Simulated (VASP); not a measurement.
Input of a VASP 6.6.1 run:

POSCAR

```
HfO2
1.0
    3.7556655481      0.0000000000      0.0000000000
    0.0000000000      3.7556655481      0.0000000000
    0.0000000000      0.0000000000      5.2026739475
Hf O
2 4
Direct
    0.5000000000      0.5000000000      0.5000000000
    0.0000000000      0.0000000000      0.0000000000
    0.0000000000      0.5000000000      0.6961635355
    0.5000000000      0.0000000000      0.8038364645
    0.5000000000      0.0000000000      0.3038364645
    0.0000000000      0.5000000000      0.1961635355
```

File INCAR.step1:

```
SYSTEM = HfO2
  PREC = Accurate
  ENCUT = 520
  ISMEAR = 0
  SIGMA = 0.05
  LREAL = .FALSE.
  LASPH = .TRUE.
  NELM = 60
  NBANDS = 31
  GGA = PE
  ALGO = Normal
  EDIFF = 1E-4
  LWAVE = .TRUE.
  LCHARG = .FALSE.
```

The input INCAR.step2:

```
SYSTEM = HfO2
  PREC = Accurate
  ENCUT = 520
  EDIFF = 1E-7
  ISMEAR = 0
  SIGMA = 0.05
  LREAL = .FALSE.
  LASPH = .TRUE.
  NELM = 60
  ALGO = Normal
  ISIF = 2
  LWAVE = .FALSE.
  LCHARG = .FALSE.
  METAGGA = R2SCAN
  LMIXTAU = .TRUE.
  NBANDS = 31
  ISTART = 1
```

KPOINTS

```
Automatic mesh
0
G
  6 6 6
  0 0 0
```

Potentials or basis: VASP PAW PBE potentials, release 64 (Hf_pv, O).

The run is started by

```sh
$ cat potpaw_PBE.64/Hf_pv/POTCAR potpaw_PBE.64/O/POTCAR > POTCAR
$ cp INCAR.step1 INCAR
$ mpirun -np 1 vasp_std > vasp.out
$ cp INCAR.step2 INCAR
$ mpirun -np 1 vasp_std > vasp.out
```

(1) Estimate the largest force.

(2) Predict the pressure.

(3) What does it give for the band gap on the k mesh?

Answers

(1) 0.349 eV/Å.

(2) -24.4 GPa.

(3) 4.39 eV (least direct gap 4.43 eV).

Caveat: the cell differs from its parent crystal (strain +0.050 along x and y, +0.000 along z); the cell stands under tension; the PAW data sets were made with another functional, which shifts forces and pressure a little; spin-orbit coupling is left out, which moves the levels of the heavy elements.
